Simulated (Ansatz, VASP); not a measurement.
# One calculation of Zn, two programs

POSCAR

```
Zn
1.0
    2.6876826345      0.0000000000      0.0000000000
   -1.3438413173      2.3276014388      0.0000000000
    0.0000000000      0.0000000000      4.9988883757
Zn
2
Direct
    0.6666666667      0.3333333333      0.7500000000
    0.3333333333      0.6666666667      0.2500000000
```

The input INCAR.step1:

```
  ALGO = Normal
  EDIFF = 1E-4
  ENCUT = 520
  GGA = PE
  ISMEAR = -1
  LASPH = T
  LCHARG = F
  LREAL = F
  LWAVE = T
  NBANDS = 19
  NELM = 80
  PREC = Accurate
  SIGMA = 0.05
```

The input INCAR.step2:

```
  ALGO = Normal
  EDIFF = 1E-7
  ENCUT = 520
  ISIF = 2
  ISMEAR = -1
  ISTART = 1
  LASPH = T
  LCHARG = F
  LMIXTAU = T
  LREAL = F
  LWAVE = F
  METAGGA = R2SCAN
  NBANDS = 19
  NELM = 80
  PREC = Accurate
  SIGMA = 0.05
```

Contents of KPOINTS:

```
k-points
0
Gamma
  11 11 6
```

input.yaml

```yaml
crystal:
  lattice:
    - [2.6876826345, 0.0, 0.0]
    - [-1.3438413173, 2.3276014388, 0.0]
    - [0.0, 0.0, 4.9988883757]
  atoms:
    - { symbol: Zn, position: [0.6666666667, 0.3333333333, 0.75] }
    - { symbol: Zn, position: [0.3333333333, 0.6666666667, 0.25] }
hamiltonian:
  xc: r2scan
  pseudopotentials: { kind: paw }
kpoints:
  mp_grid: { grid: [11, 11, 6] }
scf:
  occupations: { method: fermi_dirac, width: 0.05 }
output:
  forces: true
  stress: true
  eigenvalues: true
```

Alike in both runs: task single point; functional r2SCAN; k mesh 11 × 11 × 6; occupations fermi-dirac, width 0.05 eV; no spin polarisation.

```csv
,VASP,Ansatz
version,VASP 6.6.1,Ansatz 0.2.0
potentials or method,"VASP PAW PBE potentials, release 64 (Zn)",Ansatz PAW
plane-wave cutoff (eV),520,500
valence electrons in the cell,24,24
```

VASP gave:

| Quantity | Value |
| --- | --- |
| gap on the k mesh at the Fermi level (eV) | none |
| pressure (GPa) | -5.6 |
| traceless stress, the component that is largest in VASP (GPa) | 0.60 |

Problem. What did Ansatz give for the same quantities?

Solution. gap on the k mesh at the Fermi level (eV): none; pressure (GPa): -6.0; traceless stress, the component that is largest in VASP (GPa): 0.56.

VASP's potentials were made for PBE, not for r2SCAN. A gap of «none» marks a metal or a gap that the smearing closes. With one functional, cell and mesh, what is left measures potentials, basis and numerics.
